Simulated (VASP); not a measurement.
Crystal: W.

```
CELL_PARAMETERS angstrom
0.00000 2.74000 2.74000
2.74000 0.00000 2.74000
2.74000 2.74000 0.00000
ATOMIC_POSITIONS crystal
W 0.00000 0.00000 0.00000
W 0.25000 0.25000 0.25000
```

| Quantity | Value |
| --- | --- |
| Program | VASP 6.6.1 |
| Task | relaxation of cell and atoms |
| Functional | PBE |
| Potentials or basis | VASP PAW PBE potentials, release 64 (W_sv) |
| Cutoff | 600 eV |
| k mesh | 7 × 7 × 7 |
| Occupations | methfessel-paxton, width 0.1 eV |
| Spin | no spin polarisation |

At the start: pressure 33.4 GPa; volume 20.57 Å³/atom.

Where does the relaxation end?

Over 5 steps the energy falls by 374.3 meV/atom and the volume is 24.83 Å³/atom (+20.7 %); space group Fd-3m (No. 227, to 0.05 Å).

The path:
| step | energy change (eV) | largest force (eV/Å) | pressure (GPa) | volume (Å³) |
| --- | --- | --- | --- | --- |
| 1 | 0.0000 | 0.0000 | 33.35 | 41.14 |
| 2 | 1.3050 | 0.0000 | -21.38 | 72.27 |
| 3 | -0.7394 | 0.0000 | -2.52 | 50.80 |
| 4 | -0.7481 | 0.0000 | -0.61 | 49.92 |
| 5 | -0.7486 | 0.0000 | -0.01 | 49.66 |

Final structure:
```
W
1.0
     0.00000    2.91738    2.91738
     2.91738    0.00000    2.91738
     2.91738    2.91738    0.00000
W
2
Direct
  0.00000 0.00000 0.00000
  0.25000 0.25000 0.25000
```

Caveat: the volume moved by over 15 % at a fixed basis, so the end points are rough.
